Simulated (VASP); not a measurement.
# Ti4CuAg: single point with LDA

Ti4CuAg:

```
CELL_PARAMETERS angstrom
2.93379 0.00000 0.00000
0.00000 2.93379 0.00000
0.00000 0.00000 11.25451
ATOMIC_POSITIONS crystal
Ti 0.50000 0.50000 0.18097
Ti 0.00000 0.00000 0.65245
Ti 0.00000 0.00000 0.34755
Ti 0.50000 0.50000 0.81903
Cu 0.50000 0.50000 0.50000
Ag 0.00000 0.00000 0.00000
```

| Item | Value |
| --- | --- |
| Program | VASP 6.6.1 |
| Task | single point |
| Functional | LDA |
| Potentials or basis | VASP PAW LDA potentials, release 64 (Ti_sv, Cu, Ag) |
| Cutoff | 520 eV |
| k mesh | 4 × 4 × 1 |
| Occupations | fermi-dirac, width 0.05 eV |
| Spin | no spin polarisation |
| Dipole correction | no |
| Further INCAR settings | ALGO = Normal; EDIFF = 1e-06; NBANDS = 44 |

* Pressure: -7.9 GPa
* Largest force: 0.171 eV/Å
* Band gap on the k mesh: zero (bands 35 and 36 overlap by 0.68 eV)

Forces on the atoms (eV/Å):
```
Ti   0.000  0.000 -0.171
Ti   0.000  0.000  0.006
Ti   0.000  0.000 -0.006
Ti   0.000  0.000  0.171
Cu   0.000  0.000  0.000
Ag   0.000  0.000  0.000
```

Stress tensor (GPa, compression positive):
```
-7.01  0.00  0.00
 0.00 -7.01  0.00
 0.00  0.00 -9.55
```

Levels at points of the mesh, in eV from the Fermi level:
```
           k point  band 32  band 33  band 34  band 35  band 36  band 37  band 38  band 39
(0.00, 0.00, 0.00)    -1.18    -1.11    -0.63     0.32     0.49     1.09     1.09     1.39
(0.50, 0.00, 0.00)    -1.02    -0.16    -0.15    -0.04    -0.01     0.66     0.73     0.75
(0.50, 0.50, 0.00)    -1.25    -0.62    -0.62    -0.21    -0.21     2.00     2.00     2.13
```

Wall time 70 s on 1 thread of Intel Xeon 8259CL, with other jobs on the host, peak memory 0.19 GiB.

Caveat: the k points lie up to 0.56 Å⁻¹ apart, too coarse for converged energies and pressures of a metal.
